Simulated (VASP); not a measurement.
# Sn (Fd-3m) in VASP: further runs, part 3 of 3

VASP 6.6.1. Earlier steps stand in the parts before.

### 5 Relaxation of cell and atoms, PBEsol, target pressure 98 GPa, at which the enthalpy is minimised

The input, INCAR:

```
PREC = Accurate
ENCUT = 600
EDIFF = 1E-7
ISMEAR = -1
SIGMA = 0.1
LREAL = False
LASPH = True
NELM = 60
ALGO = Normal
ISIF = 3
LWAVE = False
LCHARG = False
GGA = PS
IBRION = 2
NSW = 32
EDIFFG = -0.005
PSTRESS = 980.0
```

The input, KPOINTS:

```
Automatic mesh
0
Gamma
  12 12 12
```

The input, POSCAR:

```
Sn
1.0
    0.0000000000      2.6890486500      2.6890486500
    2.6890486500      0.0000000000      2.6890486500
    2.6890486500      2.6890486500      0.0000000000
Sn
2
Direct
   -0.1250000000     -0.1250000000     -0.1250000000
    0.1250000000      0.1250000000      0.1250000000
```

Potentials or basis: VASP PAW PBE potentials, release 64 (Sn_d).

Launch:

```console
$ cat potpaw_PBE.64/Sn_d/POTCAR > POTCAR
$ mpirun -np 1 vasp_std > vasp.out
```

OUTCAR:

```text
PREC = Accurate
   ENCUT = 600
   EDIFF = 1E-7
   ISMEAR = -1
   LREAL = False
   LASPH = True
   NELM = 60
   ISIF = 3
   GGA = PS
   IBRION = 2
   NSW = 32
   EDIFFG = -0.005
   PSTRESS = 980.0

 ion  position               nearest neighbor table
   1  0.875  0.875  0.875-   2 2.33   2 2.33   2 2.33   2 2.33
   2  0.125  0.125  0.125-   1 2.33   1 2.33   1 2.33   1 2.33

  LATTYP: Found a face centered cubic cell.
 ALAT       =     5.3780973000

  Lattice vectors:

 A1 = (   0.0000000000,   2.6890486500,   2.6890486500)
 A2 = (   2.6890486500,   0.0000000000,   2.6890486500)
 A3 = (   2.6890486500,   2.6890486500,   0.0000000000)

Analysis of symmetry for initial positions (statically):
=====================================================================
 Subroutine PRICEL returns:
 Original cell was already a primitive cell.

 Routine SETGRP: Setting up the symmetry group for a
 face centered cubic supercell.

 Subroutine GETGRP returns: Found 48 space group operations
 (whereof 12 operations were pure point group operations)
 out of a pool of 48 trial point group operations.

The static configuration has the point symmetry D_3d.
 The point group associated with its full space group is O_h .

Analysis of symmetry for dynamics (positions and initial velocities):
=====================================================================
 Subroutine PRICEL returns:
 Original cell was already a primitive cell.

 Routine SETGRP: Setting up the symmetry group for a
 face centered cubic supercell.

 Subroutine GETGRP returns: Found 48 space group operations
[... 117 lines left out ...]
   EMIN   =  10.00;   EMAX   =-10.00  energy-range for DOS
   EFERMI =   0.00;   METHOD = LEGACY
   ISMEAR =    -1;   SIGMA  =   0.10  broadening in eV -4-tet -1-fermi 0-gaus
   EFERMI_NEDOS =   21; number of points for ismear=-14 and -15
   IALGO  =     38    algorithm
   IMIX   =      4    mixing-type and parameters
     AMIX     =   0.40;   BMIX     =  1.00
     AMIX_MAG =   1.60;   BMIX_MAG =  1.00
  volume/ion in A,a.u.               =      19.44       131.22
  Fermi-wavevector in a.u.,A,eV,Ry     =   1.467300  2.772795 29.292916  2.152969
  Thomas-Fermi vector in A             =   2.582934
   LORBIT       =      0    0 simple, 1 ext, 2 COOP (PROOUT), +10 PAW based schemes
   GGA     = PS    functional components
   LHFCALC =     F    Hartree Fock is set to
   AEXX    =    0.0000 exact exchange contribution
   IVDW    =     0    specifies the selected vdW correction
   LEPSILON=     F    determine dielectric tensor
   LRPA    =     F    only Hartree local field effects (RPA)
 conjugate gradient relaxation of ions
 non-spin polarized calculation
  energy-cutoff  :      600.00
  volume of cell :       38.89
 maximum number of plane-waves:      1316
   NGX = 15   NGY = 15   NGZ = 15

--------------------------------------- Ionic step        1  -------------------------------------------

 number of electron      28.0000001 magnetization

 Free energy of the ion-electron system (eV)
  ---------------------------------------------------
  ext. energy  EPLUGINS =         0.00000000
  ---------------------------------------------------
  free energy    TOTEN  =        -2.98579537 eV

  energy without entropy =       -2.97779599  energy(sigma->0) =       -2.98179568

------------------------ aborting loop because EDIFF is reached ----------------------------------------

  FORCE on cell =-STRESS in cart. coord.  units (eV):
  Direction    XX          YY          ZZ          XY          YZ          ZX
  --------------------------------------------------------------------------------------
  -------------------------------------------------------------------------------------
  Total       23.8713617     23.8713617     23.8713617     -0.0000000     -0.0000000     -0.0000000
  in kB      983.4715509    983.4715509    983.4715509     -0.0000000     -0.0000000     -0.0000000
  external PRESSURE =       3.4715509 kB  Pullay stress =     980.0000000 kB
[... 63 lines left out ...]
--------------------------------------- Ionic step        3  -------------------------------------------

 number of electron      28.0000002 magnetization

 Free energy of the ion-electron system (eV)
  ---------------------------------------------------
  ext. energy  EPLUGINS =         0.00000000
  ---------------------------------------------------
  free energy    TOTEN  =        -3.00631327 eV

  energy without entropy =       -2.99832119  energy(sigma->0) =       -3.00231723

 E-fermi :  13.4417     XC(G=0): -11.8240

 val. band max:       13.3986744171   @ k =   0.5000   0.5000   0.0000
 cond. band min:      13.4676184123   @ k =   0.5000   0.4167   0.0000
 fundamental gap:      0.0689439953
 Fermi energy:        13.4416835693

 k-point     1 :       0.0000    0.0000    0.0000
  band No.  band energies     occupation
      1     -10.4657      2.00000
      2     -10.4657      2.00000
      3     -10.4657      2.00000
      4     -10.2996      2.00000
      5     -10.2996      2.00000
      6      -9.0840      2.00000
[... 481 lines left out ...]
      5      -9.9311      2.00000
      6      -9.4287      2.00000
[... 10 lines left out ...]
     17      18.1613      0.00000
     18      20.8200      0.00000

 [... further k-points ...]
[... 5 lines left out ...]
  --------------------------------------------------------------------------------------
  -------------------------------------------------------------------------------------
  Total       23.8079630     23.8079630     23.8079630      0.0000000      0.0000000     -0.0000000
  in kB      980.0156700    980.0156700    980.0156700      0.0000000      0.0000000     -0.0000000
  external PRESSURE =       0.0156700 kB  Pullay stress =     980.0000000 kB
[... 21 lines left out ...]
  energy  without entropy=       -2.9983211936  energy(sigma->0) =       -3.00231723

  enthalpy is  TOTEN    =        20.8012690419 eV   P V=       23.8075823085

 reached required accuracy - stopping structural energy minimisation
```

OSZICAR:

```text
N       E                     dE             d eps       ncg     rms          rms(c)
DAV:   1     0.216569633022E+03    0.21657E+03   -0.16613E+04  2624   0.301E+03
DAV:   2     0.149971434793E+02   -0.20157E+03   -0.19882E+03  2602   0.487E+02
DAV:   3    -0.293016175883E+01   -0.17927E+02   -0.17726E+02  2872   0.148E+02
DAV:   4    -0.342815892958E+01   -0.49800E+00   -0.49738E+00  2948   0.261E+01
[... 24 lines left out ...]
DAV:   4    -0.300631507410E+01    0.72129E-04   -0.33316E-04  3288   0.252E-01    0.117E-02
DAV:   5    -0.300631314524E+01    0.19289E-05   -0.12216E-05  3400   0.614E-02    0.426E-03
DAV:   6    -0.300631280818E+01    0.33706E-06   -0.17007E-06  3304   0.144E-02    0.145E-03
DAV:   7    -0.300631325273E+01   -0.44455E-06   -0.39982E-07  2668   0.105E-02    0.388E-04
DAV:   8    -0.300631326662E+01   -0.13883E-07   -0.18804E-08  1340   0.264E-03
   3 F= 0.20801269E+02 E0= 0.20805265E+02  d E =-.339032E-04
```

Wall time 64 s (1 thread of Intel Xeon 6975P-C (Granite Rapids), shared host); peak memory 0.2 GiB.

Results:

| Property | Result |
| --- | --- |
| Free energy | -3.0063 eV |
| Relaxed volume | 19.46 Å³/atom |
| Relaxed cell | a = 3.804 Å, b = 3.804 Å, c = 3.804 Å, α = 60.00°, β = 60.00°, γ = 60.00° |
| Space group after relaxing (to 0.05 Å) | Fd-3m (No. 227) |
| Energy change on relaxing (the enthalpy is what falls) | -10.3 meV/atom |
| Ionic steps | 3 |
| Pressure after relaxing | 98.0 GPa |
| Band gap on the k mesh | zero (band 14 reaches 14.05 eV, above the bottom of band 15 at 13.25 eV) |

Step by step:
| step | energy change (eV) | largest force (eV/Å) | pressure (GPa) | volume (Å³) |
| --- | --- | --- | --- | --- |
| 1 | 0.0000 | 0.0000 | 98.35 | 38.89 |
| 2 | -0.1441 | 0.0000 | 95.95 | 39.13 |
| 3 | -0.0205 | 0.0000 | 98.00 | 38.92 |

Final structure:
```yaml
crystal:
  lattice:
    - [0.00000, 2.68982, 2.68982]
    - [2.68982, 0.00000, 2.68982]
    - [2.68982, 2.68982, 0.00000]
  atoms:
    - { symbol: Sn, position: [0.87500, 0.87500, 0.87500] }
    - { symbol: Sn, position: [0.12500, 0.12500, 0.12500] }
```

Caveat: the cell is relaxed towards a set pressure, so the enthalpy falls and the energy may rise; the PAW data sets were made with another functional, which shifts forces and pressure a little; spin-orbit coupling is left out, which moves the levels of the heavy elements.

### 6 Summary

```tsv
task	cell	cutoff (eV)	gap on the mesh (eV)	pressure (GPa)
single point	a = 3.803 Å, angles 60.0°, 2 atoms	520	none	98.4
relaxation of cell and atoms	relaxed to 98 GPa from a = 3.637 Å, angles 60.0°, 2 atoms	600	none	98.0
relaxation of cell and atoms	relaxed to 98 GPa from a = 3.803 Å, angles 60.0°, 2 atoms	600	none	98.0
```

Alike in all rows: level PBEsol; potentials or basis VASP PAW PBE potentials, release 64 (Sn_d); no spin polarisation; k mesh 12 × 12 × 12; smearing fermi-dirac 0.1 eV.

Caveats: the PAW data sets were made with another functional, which shifts forces and pressure a little; spin-orbit coupling is left out, which moves the levels of the heavy elements; the cell is relaxed towards a set pressure, so the enthalpy falls and the energy may rise (some runs).

Absolute energies hang on the potentials; compare differences alone.
